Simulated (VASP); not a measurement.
Runs of VASP 6.6.1 on Nb. The structure is that of space group Pm-3m (No. 221), or close to it. The cells are those of the table. 

```tsv
task	cell	k mesh	gap on the mesh (eV)	pressure (GPa)
relaxation of cell and atoms	relaxed from a = 2.674 Å, 1 atom	6 × 6 × 6	none	-0.1
single point	a = 2.708 Å, 1 atom	6 × 6 × 6	none	-0.6
single point	a = 2.674 Å, 1 atom	6 × 6 × 6	none	(a)
single point	a = 2.684 Å, 1 atom	20 × 20 × 20	none	-0.2
```

Alike in all rows: level PBEsol; potentials or basis VASP PAW PBE potentials, release 64 (Nb_sv); no spin polarisation; cutoff (eV) 500; smearing gaussian 0.1 eV.

Task: Fill in the values left out.

Result: (a) 5.4.

Caveats: some runs use coarse meshes; the PAW data sets were made with another functional, which shifts forces and pressure a little.

A k mesh can miss the band edges, and the runs leave out spin-orbit coupling on Nb.

A gap of «none» marks levels without a gap at the run's occupations.
